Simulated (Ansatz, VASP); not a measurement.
V2O3: VASP beside Ansatz

File POSCAR:

```
V2O3
1.0
    2.4709073542      1.4265790261      4.6634305105
   -2.4709073542      1.4265790261      4.6634305105
    0.0000000000     -2.8531580522      4.6634305105
V O
4 6
Direct
    0.3500000000      0.3500000000      0.3500000000
    0.1500000000      0.1500000000      0.1500000000
    0.6500000000      0.6500000000      0.6500000000
    0.8500000000      0.8500000000      0.8500000000
    0.9500000000      0.2500000000      0.5500000000
    0.5500000000      0.9500000000      0.2500000000
    0.2500000000      0.5500000000      0.9500000000
    0.0500000000      0.7500000000      0.4500000000
    0.4500000000      0.0500000000      0.7500000000
    0.7500000000      0.4500000000      0.0500000000
```

File INCAR.step1:

```
SYSTEM = V2O3
ALGO = Normal ; EDIFF = 1E-5
ENCUT = 660 ; GGA = PE
GGA_COMPAT = .False. ; ISMEAR = 0
ISPIN = 2 ; KPAR = 4
LASPH = .True. ; LCHARG = .False.
LMAXMIX = 4 ; LREAL = .False.
LWAVE = .True. ; MAGMOM = 2 2 2 2 0 0 0 0 0 0
NBANDS = 59 ; NELM = 200
PREC = Accurate ; SIGMA = 0.1
```

File INCAR.step2:

```
SYSTEM = V2O3
ALGO = Normal ; EDIFF = 1E-6
ENCUT = 660 ; GGA_COMPAT = .False.
ISIF = 2 ; ISMEAR = 0
ISPIN = 2 ; ISTART = 1
KPAR = 4 ; LASPH = .True.
LCHARG = .True. ; LMAXMIX = 4
LMIXTAU = .True. ; LORBIT = 11
LREAL = .False. ; LVHAR = .True.
LWAVE = .False. ; MAGMOM = 2 2 2 2 0 0 0 0 0 0
METAGGA = R2SCAN ; NBANDS = 59
NELM = 200 ; PREC = Accurate
SIGMA = 0.1
```

File KPOINTS:

```
k-points
0
Gamma
  6 6 6
  0 0 0
```

Input for Ansatz:

```yaml
crystal:
  lattice:
    - [2.4709073542, 1.4265790261, 4.6634305105]
    - [-2.4709073542, 1.4265790261, 4.6634305105]
    - [0.0, -2.8531580522, 4.6634305105]
  atoms:
    - { symbol: V, position: [0.35, 0.35, 0.35], spin: 2.0 }
    - { symbol: V, position: [0.15, 0.15, 0.15], spin: 2.0 }
    - { symbol: V, position: [0.65, 0.65, 0.65], spin: 2.0 }
    - { symbol: V, position: [0.85, 0.85, 0.85], spin: 2.0 }
    - { symbol: O, position: [0.95, 0.25, 0.55] }
    - { symbol: O, position: [0.55, 0.95, 0.25] }
    - { symbol: O, position: [0.25, 0.55, 0.95] }
    - { symbol: O, position: [0.05, 0.75, 0.45] }
    - { symbol: O, position: [0.45, 0.05, 0.75] }
    - { symbol: O, position: [0.75, 0.45, 0.05] }
basis:
  ecutwfc: 500
kpoints:
  mp_grid: { grid: [6, 6, 6] }
hamiltonian:
  xc: r2scan
scf:
  occupations: { method: gaussian, width: 0.1 }
  lower_state_search: "off"
output:
  forces: true
  stress: true
  eigenvalues: true
  populations: true
magnetization:
  spin_polarized: true
```

Alike in both runs: task single point; functional r2SCAN; k mesh 6 × 6 × 6; occupations gaussian, width 0.1 eV; collinear spin.

|  | VASP | Ansatz |
| --- | --- | --- |
| version | VASP 6.6.1 | Ansatz 0.2.0 |
| potentials or method | VASP PAW PBE potentials, release 64 (V_sv, O), cutoff 660 eV | scalar-relativistic, plane waves, PAW |
| valence electrons in the cell | 88 | 88 |

|  | VASP | Ansatz | Ansatz less VASP |
| --- | --- | --- | --- |
| gap on the k mesh at the Fermi level (eV) | none | none | - |
| pressure (GPa) | 5.9 | 5.0 | -0.94 |
| traceless stress, the component that is largest in VASP (GPa) | -3.13 | -3.31 | -0.182 |
| rms of the force components (eV/Å) | 0.392 | 0.389 | -0.0032 |
| net moment per atom (μB) | 0.80 | 0.80 | 0.000 |
| size of the moment on the site where the two differ most (μB) | 1.90 | 1.54 | -0.359 |

VASP's potentials were made for PBE, not for r2SCAN. Site moments also hang on the region over which each program counts them. Atom by atom the forces differ by 0.008 eV/Å (rms over components). A gap of «none» marks a metal or a gap that the smearing closes. Ansatz's warnings: stability check not made.
